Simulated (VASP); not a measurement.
# Pt (C2/c) in VASP: further runs, part 2 of 2

VASP 6.6.1.

### Step 4. Single point, revPBE

This run uses another cell than the first one, of 16.93 Å³/atom.

Input file INCAR:

```
SYSTEM = Pt
PREC     = Accurate       ! precision mode
ENCUT    = 520            ! plane-wave cutoff, eV
EDIFF    = 1E-7           ! SCF threshold, eV
ISMEAR   = -1             ! smearing method
SIGMA    = 0.1            ! smearing width, eV
LREAL    = .False.        ! projectors in reciprocal space
LASPH    = .True.         ! aspherical terms in the spheres
NELM     = 80             ! most SCF steps
ALGO     = Normal         ! electronic algorithm
ISIF     = 2              ! what is computed and relaxed
LWAVE    = .False.        ! write WAVECAR
LCHARG   = .False.        ! write CHGCAR
GGA      = RE             ! functional
ISYM     = 0            
NBANDS   = 17             ! bands
```

Input file KPOINTS:

```
regular mesh
0
Gamma
  13 13 9
  0 0 0
```

Input file POSCAR:

```
Pt
1.0
   -2.1571299987      2.5143080657      1.3458892495
    2.5143080657     -2.1571299987      1.3458892495
    2.6017130421      2.6017130421     -0.6917169657
Pt
2
Direct
    0.0158658084      0.9841341916      0.0000000000
    0.7341341916      0.2658658084      0.5000000000
```

Potentials or basis: VASP PAW PBE potentials, release 64 (Pt).

On the command line:

```bash
$ cat potpaw_PBE.64/Pt/POTCAR > POTCAR
$ mpirun -np 1 vasp_std > vasp.out
```

OUTCAR:

```text
SYSTEM = Pt
   PREC = Accurate
   ENCUT = 520
   EDIFF = 1E-7
   ISMEAR = -1
   LREAL = .False.
   LASPH = .True.
   NELM = 80
   ISIF = 2
   GGA = RE
   ISYM = 0

 ion  position               nearest neighbor table
   1  0.016  0.984  0.000-   2 2.64   2 2.64   2 2.73   2 2.73   2 2.73   2 2.73
   2  0.734  0.266  0.500-   1 2.64   1 2.64   1 2.73   1 2.73   1 2.73   1 2.73

IMPORTANT INFORMATION: All symmetrisations will be switched off!
NOSYMM: (Re-)initialisation of all symmetry stuff for point group C_1.

----------------------------------------------------------------------------------------

                                     Primitive cell

  volume of cell :      33.8693

  direct lattice vectors                    reciprocal lattice vectors
    -2.157129999  2.514308066  1.345889250    -0.059330786  0.154736057  0.358842056
     2.514308066 -2.157129999  1.345889250     0.154736057 -0.059330786  0.358842056
     2.601713042  2.601713042 -0.691716966     0.185632180  0.185632180 -0.049263893

  length of vectors
     3.575803791  3.575803791  3.743834113     0.395260687  0.395260687  0.267105867

  position of ions in fractional coordinates (direct lattice)
     0.015865808  0.984134192  0.000000000
     0.734134192  0.265865808  0.500000000

  ion indices of the primitive-cell ions
   primitive index   ion index
                 1           1
                 2           2

----------------------------------------------------------------------------------------

 KPOINTS: regular mesh

Automatic generation of k-mesh.
 Grid dimensions read from file:
 generate k-points for:   13   13    9

 Generating k-lattice:

  Cartesian coordinates                     Fractional coordinates (reciprocal lattice)
    -0.004563907  0.011902774  0.027603235     0.076923077  0.000000000 -0.000000000
     0.011902774 -0.004563907  0.027603235     0.000000000  0.076923077 -0.000000000
     0.020625798  0.020625798 -0.005473766     0.000000000  0.000000000  0.111111111

  Length of vectors
     0.030404668  0.030404668  0.029678430

[... 73 lines left out ...]
     AMIX_MAG =   1.60;   BMIX_MAG =  1.00
  volume/ion in A,a.u.               =      16.93       114.28
  Fermi-wavevector in a.u.,A,eV,Ry     =   1.373460  2.595463 25.665918  1.886392
  Thomas-Fermi vector in A             =   2.498975
   LORBIT       =      0    0 simple, 1 ext, 2 COOP (PROOUT), +10 PAW based schemes
   GGA     = RE    functional components
   LHFCALC =     F    Hartree Fock is set to
   AEXX    =    0.0000 exact exchange contribution
   IVDW    =     0    specifies the selected vdW correction
   LEPSILON=     F    determine dielectric tensor
   LRPA    =     F    only Hartree local field effects (RPA)
 non-spin polarized calculation
  energy-cutoff  :      520.00
  volume of cell :       33.87
 maximum number of plane-waves:       927
   NGX = 13   NGY = 13   NGZ = 13

 number of electron      20.0000001 magnetization

 Free energy of the ion-electron system (eV)
  ---------------------------------------------------
  ext. energy  EPLUGINS =         0.00000000
  ---------------------------------------------------
  free energy    TOTEN  =       -10.90650579 eV

  energy without entropy =      -10.82755759  energy(sigma->0) =      -10.86703169

 E-fermi :   9.4290     XC(G=0): -12.6802

 val. band max:        9.4234117627   @ k =  -0.2308   0.2308  -0.4444
 cond. band min:       9.4296002643   @ k =  -0.0769   0.2308   0.2222
 fundamental gap:      0.0061885016
 Fermi energy:         9.4290471538

 k-point     1 :       0.0000    0.0000    0.0000
  band No.  band energies     occupation
      1       0.2910      2.00000
      2       3.2671      2.00000
      3       4.1367      2.00000
      4       4.2590      2.00000
      5       5.2139      2.00000
      6       7.3423      2.00000
[... 457 lines left out ...]
      4       4.5484      2.00000
      5       6.4828      2.00000
      6       7.2695      2.00000
[... 9 lines left out ...]
     16      21.8959      0.00000
     17      25.5135      0.00000

 [... further k-points ...]

------------------------ aborting loop because EDIFF is reached ----------------------------------------

  FORCE on cell =-STRESS in cart. coord.  units (eV):
  Direction    XX          YY          ZZ          XY          YZ          ZX
  --------------------------------------------------------------------------------------
  -------------------------------------------------------------------------------------
  Total       -0.1061182     -0.1061219     -0.0979792      0.0006387      0.0037720      0.0037712
  in kB       -5.0198849     -5.0200624     -4.6348709      0.0302124      0.1784316      0.1783952
  external PRESSURE =      -4.8916061 kB  Pullay stress =       0.0000000 kB

 VOLUME and BASIS-vectors are now :
 -----------------------------------------------------------------------------
  energy-cutoff  :      520.00
  volume of cell :       33.87
      direct lattice vectors                 reciprocal lattice vectors
    -2.157129999  2.514308066  1.345889250    -0.059330786  0.154736057  0.358842056
     2.514308066 -2.157129999  1.345889250     0.154736057 -0.059330786  0.358842056
     2.601713042  2.601713042 -0.691716966     0.185632180  0.185632180 -0.049263893

 POSITION                                       TOTAL-FORCE (eV/Angst)
 -----------------------------------------------------------------------------------
      2.44019     -2.08301      1.34589         0.003964     -0.003964     -0.000000
      0.38570      2.57319      1.00003        -0.003964      0.003964      0.000000
 -----------------------------------------------------------------------------------
    total drift:                               -0.000004      0.000004      0.000000

  FREE ENERGIE OF THE ION-ELECTRON SYSTEM (eV)
  ---------------------------------------------------
  free  energy   TOTEN  =       -10.9065057876 eV

  energy  without entropy=      -10.8275575880  energy(sigma->0) =      -10.86703169
```

OSZICAR:

```text
N       E                     dE             d eps       ncg     rms          rms(c)
DAV:   1     0.103004911474E+03    0.10300E+03   -0.10137E+04 26282   0.110E+03
DAV:   2    -0.977740796869E+01   -0.11278E+03   -0.10682E+03 28182   0.241E+02
DAV:   3    -0.116342054085E+02   -0.18568E+01   -0.18410E+01 31687   0.310E+01
DAV:   4    -0.116451011467E+02   -0.10896E-01   -0.10895E-01 29645   0.252E+00
DAV:   5    -0.116452309905E+02   -0.12984E-03   -0.12984E-03 31794   0.286E-01    0.135E+01
DAV:   6    -0.109612050285E+02    0.68403E+00   -0.13433E+00 28444   0.945E+00    0.730E+00
DAV:   7    -0.109116904135E+02    0.49515E-01   -0.14688E-01 31940   0.307E+00    0.318E+00
DAV:   8    -0.109067975889E+02    0.48928E-02   -0.12245E-02 28391   0.813E-01    0.562E-01
DAV:   9    -0.109064843537E+02    0.31324E-03   -0.42172E-04 28226   0.159E-01    0.891E-02
DAV:  10    -0.109065065461E+02   -0.22192E-04   -0.26312E-05 31544   0.359E-02    0.221E-02
DAV:  11    -0.109065064809E+02    0.65274E-07   -0.12220E-06 29903   0.110E-02    0.126E-02
DAV:  12    -0.109065060336E+02    0.44722E-06   -0.38300E-07 23551   0.758E-03    0.511E-03
DAV:  13    -0.109065058470E+02    0.18665E-06   -0.62565E-08 14547   0.262E-03    0.128E-03
DAV:  14    -0.109065057876E+02    0.59382E-07   -0.64999E-09 14152   0.668E-04
   1 F= -.10906506E+02 E0= -.10867032E+02  d E =-.789482E-01
```

It took 9.1 min on 1 thread of Intel Xeon 8259CL, shared host; peak memory 0.46 GiB.

What came out:

```
Free energy            : -10.9065 eV
Pressure               : -0.5 GPa
Largest force          : 0.006 eV/Å
Band gap on the k mesh : zero (bands 10 and 11 overlap by 1.56 eV)
```

Forces in eV/Å, atoms in the order of the input:
```
Pt   0.004 -0.004  0.000
Pt  -0.004  0.004  0.000
```

Caveat: the PAW data sets were made with another functional, which shifts forces and pressure a little; spin-orbit coupling is left out, which moves the levels of the heavy elements.

### Step 5. Overview

```tsv
cell	k mesh	gap on the mesh (eV)	pressure (GPa)	largest force (eV/Å)
a = 3.669, b = 3.669, c = 3.841 Å, angles 90.0, 90.0, 135.0°, 2 atoms	14 × 14 × 10	none	-13.3	0.03
a = 3.713, b = 3.713, c = 3.888 Å, angles 90.0, 90.0, 135.0°, 2 atoms	14 × 14 × 10	none	-17.4	0.05
a = 3.576, b = 3.576, c = 3.744 Å, angles 90.0, 90.0, 135.0°, 2 atoms	13 × 13 × 9	none	-0.5	0.01
```

Alike in all rows: task single point; level revPBE; potentials or basis VASP PAW PBE potentials, release 64 (Pt); no spin polarisation; cutoff (eV) 520; smearing fermi-dirac 0.1 eV.

Caveats: the PAW data sets were made with another functional, which shifts forces and pressure a little; spin-orbit coupling is left out, which moves the levels of the heavy elements; the cell stands under tension (at least some runs).

Absolute energies hang on the potentials; compare differences alone.
